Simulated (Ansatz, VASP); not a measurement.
Te: VASP beside Ansatz

The input INCAR:

```
PREC     = Accurate       # precision mode
ENCUT    = 520            # plane-wave cutoff, eV
EDIFF    = 1E-7           # SCF threshold, eV
ISMEAR   = 0              # smearing method
SIGMA    = 0.1            # smearing width, eV
LREAL    = F              # projectors in reciprocal space
LASPH    = T              # aspherical terms in the spheres
NELM     = 60             # most SCF steps
ALGO     = Normal         # electronic algorithm
ISIF     = 2              # what is computed and relaxed
LWAVE    = F              # write WAVECAR
LCHARG   = F              # write CHGCAR
GGA      = PS             # functional
NBANDS   = 16             # bands
```

File KPOINTS:

```
regular mesh
0
Gamma
  6 6 6
```

File POSCAR:

```
Te
1.0
    6.0276758831      0.0000000000      0.0000000000
   -3.0138379415      5.2201204405      0.0000000000
    0.0000000000      0.0000000000      3.6952273892
Te
3
Direct
    0.0000000000      0.0000000000      0.0000000000
    0.3333333333      0.6666666667      0.5000000000
    0.6666666667      0.3333333333      0.5000000000
```

Input for Ansatz:

```yaml
crystal:
  lattice:
    - [6.0276758831, 0.0, 0.0]
    - [-3.0138379415, 5.2201204405, 0.0]
    - [0.0, 0.0, 3.6952273892]
  atoms:
    - { symbol: Te, position: [0.0, 0.0, 0.0] }
    - { symbol: Te, position: [0.3333333333, 0.6666666667, 0.5] }
    - { symbol: Te, position: [0.6666666667, 0.3333333333, 0.5] }
basis:
  ecutwfc: 420
kpoints:
  mp_grid: { grid: [6, 6, 6] }
hamiltonian:
  xc: pbesol
scf:
  occupations: { method: gaussian, width: 0.1 }
  lower_state_search: "off"
output:
  forces: true
  stress: true
  eigenvalues: true
```

Alike in both runs: task single point; functional PBEsol; k mesh 6 × 6 × 6; occupations gaussian, width 0.1 eV; no spin polarisation.

|  | VASP | Ansatz |
| --- | --- | --- |
| version | VASP 6.6.1 | Ansatz 0.2.0 |
| potentials or method | VASP PAW PBE potentials, release 64 (Te), cutoff 520 eV | scalar-relativistic, plane waves, PAW |
| valence electrons in the cell | 18 | 48 |

|  | VASP | Ansatz | Ansatz less VASP |
| --- | --- | --- | --- |
| gap on the k mesh at the Fermi level (eV) | none | none | - |
| pressure (GPa) | -9.3 | -9.3 | +0.02 |

VASP's potentials were made for PBE, not for PBEsol. A gap of «none» marks a metal or a gap that the smearing closes. With one functional, cell and mesh, what is left measures potentials, basis and numerics. VASP's potentials hold 18 valence electrons a cell and Ansatz's 48, so a difference there can come from the potentials and not from the codes.

Spin-orbit coupling is off throughout.
